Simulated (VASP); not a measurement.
# CuGe (Fd-3m) in VASP: notebook, part 2 of 2

VASP 6.6.1. The steps go on from the part before.

## 3. Relaxation of cell and atoms, PBE

File INCAR:

```
SYSTEM = CuGe
PREC     = Accurate       ! precision mode
ENCUT    = 600            ! plane-wave cutoff, eV
EDIFF    = 1E-7           ! SCF threshold, eV
ISMEAR   = 0              ! smearing method
SIGMA    = 0.1            ! smearing width, eV
LREAL    = .FALSE.        ! projectors in reciprocal space
LASPH    = .TRUE.         ! aspherical terms in the spheres
NELM     = 100            ! most SCF steps
ALGO     = Normal         ! electronic algorithm
ISIF     = 3              ! what is computed and relaxed
LWAVE    = .FALSE.        ! write WAVECAR
LCHARG   = .FALSE.        ! write CHGCAR
GGA      = PE             ! functional
IBRION   = 2              ! ionic algorithm
NSW      = 100            ! ionic steps
EDIFFG   = -0.01          ! ionic threshold
```

File KPOINTS:

```
Automatic mesh
0
G
  12 12 12
  0 0 0
```

File POSCAR:

```
CuGe
1.0
    0.0000000000      3.1420587355      3.1420587355
    3.1420587355      0.0000000000      3.1420587355
    3.1420587355      3.1420587355      0.0000000000
Cu Ge
2 2
Direct
    0.0000000000      0.0000000000      0.0000000000
    0.2500000000      0.2500000000      0.2500000000
    0.5000000000      0.5000000000      0.5000000000
    0.7500000000      0.7500000000      0.7500000000
```

Potentials or basis: VASP PAW PBE potentials, release 64 (Cu, Ge_d).

Run with:

```sh
$ cat potpaw_PBE.64/Cu/POTCAR potpaw_PBE.64/Ge_d/POTCAR > POTCAR
$ mpirun -np 1 vasp_std > vasp.out
```

Wall time 3.6 min (1 thread of Intel Xeon Platinum 8488C (Sapphire Rapids), shared host); peak memory 0.3 GiB.

Results (log left out):

| Quantity | Value |
| --- | --- |
| Free energy | -15.2696 eV |
| Pressure after relaxing | 0.1 GPa |
| Band gap on the k mesh | zero (band 25 reaches 8.24 eV, above the bottom of band 26 at 5.92 eV) |

Final structure:
```cif
data_structure
_symmetry_space_group_name_H-M 'P 1'
_symmetry_Int_Tables_number 1
_cell_length_a 4.4435
_cell_length_b 4.4435
_cell_length_c 4.4435
_cell_angle_alpha 60.000
_cell_angle_beta 60.000
_cell_angle_gamma 60.000
_cell_volume 62.04
loop_
_atom_site_label
_atom_site_type_symbol
_atom_site_fract_x
_atom_site_fract_y
_atom_site_fract_z
_atom_site_occupancy
Cu1 Cu 0.00000 0.00000 0.00000 1
Cu2 Cu 0.25000 0.25000 0.25000 1
Ge1 Ge 0.50000 0.50000 0.50000 1
Ge2 Ge 0.75000 0.75000 0.75000 1
```

Levels at points of the mesh, in eV from the Fermi level:
| k point | band 22 | band 23 | band 24 | band 25 | band 26 | band 27 | band 28 | band 29 |
| --- | --- | --- | --- | --- | --- | --- | --- | --- |
| (0.00, 0.00, 0.00) | -2.38 | -0.21 | -0.21 | -0.21 | 0.38 | 1.24 | 1.24 | 1.24 |
| (0.50, 0.00, 0.00) | -2.54 | -2.20 | -0.48 | -0.48 | 0.55 | 0.55 | 2.29 | 5.60 |
| (0.50, 0.50, 0.00) | -2.55 | -2.52 | -2.52 | -1.24 | -1.24 | 5.98 | 5.98 | 6.79 |

Caveat: the relaxation stopped at its first step, so nothing moved.

## 4. Single point, PBE

This run uses another cell than the first one, of 16.40 Å³/atom, 1.060 times its volume.

File INCAR:

```
PREC     = Accurate       # precision mode
ENCUT    = 520            # plane-wave cutoff, eV
EDIFF    = 1E-6           # SCF threshold, eV
ISMEAR   = 0              # smearing method
SIGMA    = 0.1            # smearing width, eV
LREAL    = F              # projectors in reciprocal space
LASPH    = T              # aspherical terms in the spheres
NELM     = 100            # most SCF steps
ALGO     = Normal         # electronic algorithm
ISIF     = 2              # what is computed and relaxed
LWAVE    = F              # write WAVECAR
LCHARG   = F              # write CHGCAR
GGA      = PE             # functional
NBANDS   = 33             # bands
```

File KPOINTS:

```
regular mesh
0
Gamma
  6 6 6
```

File POSCAR:

```
CuGe
1.0
    0.0000000000      3.2013099616      3.2013099616
    3.2013099616      0.0000000000      3.2013099616
    3.2013099616      3.2013099616      0.0000000000
Cu Ge
2 2
Direct
    0.5000000000      0.5000000000      0.5000000000
    0.7500000000      0.7500000000      0.7500000000
    0.0000000000      0.0000000000      0.0000000000
    0.2500000000      0.2500000000      0.2500000000
```

Run with:

```sh
$ cat potpaw_PBE.64/Cu/POTCAR potpaw_PBE.64/Ge_d/POTCAR > POTCAR
$ mpirun -np 1 vasp_std > vasp.out
```

Run time: 51 s. Hardware: 1 thread of Intel Xeon Platinum 8488C (Sapphire Rapids), shared host; peak memory 0.21 GiB.

The run converged. Its results:

```yaml
Free_energy: -15.1704 eV
Pressure: -4.4 GPa
Band_gap_on_the_k_mesh: zero (band 25 reaches 6.60 eV, above the bottom of band 26 at 5.28 eV)
```

Levels at points of the mesh, in eV from the Fermi level:
```csv
k point,band 21,band 22,band 23,band 24,band 25,band 26,band 27,band 28,band 29,band 30
"(0.00, 0.00, 0.00)",-2.27,-2.27,-0.19,-0.19,-0.19,0.17,1.21,1.21,1.21,4.34
"(0.50, 0.00, 0.00)",-2.42,-2.42,-2.15,-0.47,-0.47,0.62,0.62,2.11,5.22,5.50
"(0.50, 0.50, 0.00)",-2.44,-2.44,-2.40,-2.40,-1.26,-1.26,5.70,5.70,6.37,6.37
```

## 5. Single point, PBE

File INCAR:

```
SYSTEM = CuGe
PREC = Accurate
ENCUT = 520
EDIFF = 1E-6
ISMEAR = 0
SIGMA = 0.1
LREAL = .FALSE.
LASPH = .TRUE.
NELM = 100
ALGO = Normal
ISIF = 2
LWAVE = .FALSE.
LCHARG = .FALSE.
GGA = PE
NBANDS = 33
```

File KPOINTS:

```
regular mesh
0
G
  6 6 6
  0 0 0
```

File POSCAR:

```
CuGe
1.0
    0.0000000000      3.1420587355      3.1420587355
    3.1420587355      0.0000000000      3.1420587355
    3.1420587355      3.1420587355      0.0000000000
Cu Ge
2 2
Direct
    0.5000000000      0.5000000000      0.5000000000
    0.7500000000      0.7500000000      0.7500000000
    0.0000000000      0.0000000000      0.0000000000
    0.2500000000      0.2500000000      0.2500000000
```

Run with:

```sh
$ cat potpaw_PBE.64/Cu/POTCAR potpaw_PBE.64/Ge_d/POTCAR > POTCAR
$ mpirun -np 1 vasp_std > vasp.out
```

It took 45 s on 1 thread of Intel Xeon Platinum 8488C (Sapphire Rapids), shared host; peak memory 0.21 GiB.

The run converged. Its results:

| Property | Result |
| --- | --- |
| Free energy | -15.2186 eV |
| Pressure | -0.1 GPa |
| Band gap on the k mesh | zero (band 25 reaches 7.26 eV, above the bottom of band 26 at 5.92 eV) |

Levels at points of the mesh, in eV from the Fermi level:
| k point | band 23 | band 24 | band 25 | band 26 | band 27 | band 28 |
| --- | --- | --- | --- | --- | --- | --- |
| (0.00, 0.00, 0.00) | -0.26 | -0.26 | -0.26 | 0.33 | 1.18 | 1.18 |
| (0.50, 0.00, 0.00) | -2.25 | -0.53 | -0.53 | 0.50 | 0.50 | 2.24 |
| (0.50, 0.50, 0.00) | -2.57 | -2.57 | -1.30 | -1.30 | 5.93 | 5.93 |

## 6. Relaxation of cell and atoms, PBE

This run uses another cell than the first one, of 16.40 Å³/atom, 1.060 times its volume.

File INCAR:

```
ALGO = Normal
EDIFF = 1E-6
EDIFFG = -0.04
ENCUT = 600
GGA = PE
IBRION = 2
ISIF = 3
ISMEAR = 0
LASPH = True
LCHARG = False
LREAL = False
LWAVE = False
NELM = 100
NSW = 90
PREC = Accurate
SIGMA = 0.1
```

File KPOINTS:

```
k-points
0
Gamma
  6 6 6
```

File POSCAR:

```
CuGe
1.0
    0.0000000000      3.2013099616      3.2013099616
    3.2013099616      0.0000000000      3.2013099616
    3.2013099616      3.2013099616      0.0000000000
Cu Ge
2 2
Direct
    0.5000000000      0.5000000000      0.5000000000
    0.7500000000      0.7500000000      0.7500000000
    0.0000000000      0.0000000000      0.0000000000
    0.2500000000      0.2500000000      0.2500000000
```

Potentials or basis: VASP PAW PBE potentials, release 64 (Cu, Ge_d).

Run with:

```sh
$ cat potpaw_PBE.64/Cu/POTCAR potpaw_PBE.64/Ge_d/POTCAR > POTCAR
$ mpirun -np 1 vasp_std > vasp.out
```

Wall time 1.9 min (1 thread of Intel Xeon Platinum 8488C (Sapphire Rapids), shared host); peak memory 0.22 GiB.

The run converged. Its results:

* Free energy: -15.2197 eV
* Relaxed volume: 15.53 Å³/atom
* Relaxed cell: a = 4.446 Å, b = 4.446 Å, c = 4.446 Å, α = 60.00°, β = 60.00°, γ = 60.00°
* Space group after relaxing (to 0.05 Å): Fd-3m (No. 227)
* Energy gained by relaxing: 12.3 meV/atom
* Ionic steps: 3
* Pressure after relaxing: 0.0 GPa
* Band gap on the k mesh: zero (band 25 reaches 7.24 eV, above the bottom of band 26 at 5.91 eV)

Step by step:
```
step  energy change (eV)  largest force (eV/Å)  pressure (GPa)  volume (Å³)
   1              0.0000                0.0000           -4.25        65.62
   2             -0.0478                0.0000            0.86        61.57
   3             -0.0492                0.0000           -0.02        62.13
```

Final structure:
```
Cu Ge
1.0
     0.00000    3.14350    3.14350
     3.14350    0.00000    3.14350
     3.14350    3.14350    0.00000
Cu Ge
2 2
Direct
  0.50000 0.50000 0.50000
  0.75000 0.75000 0.75000
  0.00000 0.00000 0.00000
  0.25000 0.25000 0.25000
```

Levels at points of the mesh, in eV from the Fermi level:
```
           k point  band 22  band 23  band 24  band 25  band 26  band 27  band 28  band 29
(0.00, 0.00, 0.00)    -2.42    -0.26    -0.26    -0.26     0.32     1.18     1.18     1.18
(0.50, 0.00, 0.00)    -2.59    -2.25    -0.53    -0.53     0.50     0.50     2.23     5.54
(0.50, 0.50, 0.00)    -2.60    -2.57    -2.57    -1.29    -1.29     5.93     5.93     6.73
```

## 7. Overview

```csv
task,cell,k mesh,cutoff (eV),gap on the mesh (eV),pressure (GPa)
single point,"a = 4.441 Å, angles 60.0°, 4 atoms",12 × 12 × 12,520,none,0.1
relaxation of cell and atoms,"relaxed from a = 4.444 Å, angles 60.0°, 4 atoms",12 × 12 × 12,600,none,0.1
single point,"a = 4.527 Å, angles 60.0°, 4 atoms",6 × 6 × 6,520,none,-4.4
single point,"a = 4.444 Å, angles 60.0°, 4 atoms",6 × 6 × 6,520,none,-0.1
relaxation of cell and atoms,"relaxed from a = 4.527 Å, angles 60.0°, 4 atoms",6 × 6 × 6,600,none,0.0
```

Alike in all rows: level PBE; potentials or basis VASP PAW PBE potentials, release 64 (Cu, Ge_d); no spin polarisation; smearing gaussian 0.1 eV.

Caveats: the relaxation stopped at its first step, so nothing moved (some runs).

Total energies depend on the potentials used, so only differences within one code and one set of settings carry meaning.
